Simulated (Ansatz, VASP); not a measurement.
One calculation of Co, two programs

```xyz
2
Lattice="2.4584 0.0000 0.0000 -1.2292 2.1290 0.0000 0.0000 0.0000 3.9607" Properties=species:S:1:pos:R:3 pbc="T T T"
Co    0.0000    1.4194    0.9902
Co    1.2292    0.7097    2.9705
```

Alike in both runs: task single point; functional PBE; k mesh 4 × 4 × 2; occupations fermi-dirac, width 0.1 eV; no spin polarisation.

```csv
,VASP,Ansatz
version,VASP 6.6.1,Ansatz 0.2.0
potentials or method,"VASP PAW PBE potentials, release 64 (Co), cutoff 520 eV","plane waves (420 eV) with PAW, scalar-relativistic"
valence electrons in the cell,18,34
```

Ansatz gave:

| Property | Result |
| --- | --- |
| pressure (GPa) | -2.3 |
| traceless stress, the component that is largest in VASP (GPa) | 5.94 |

**Question.** Estimate VASP's values.

**Answer.** Pressure (GPa): -3.0; traceless stress, the component that is largest in VASP (GPa): 5.32.

VASP's potentials hold 18 valence electrons a cell and Ansatz's 34, so a difference there can come from the potentials and not from the codes.

The k mesh is coarse, so the values compare programs but aren't converged.
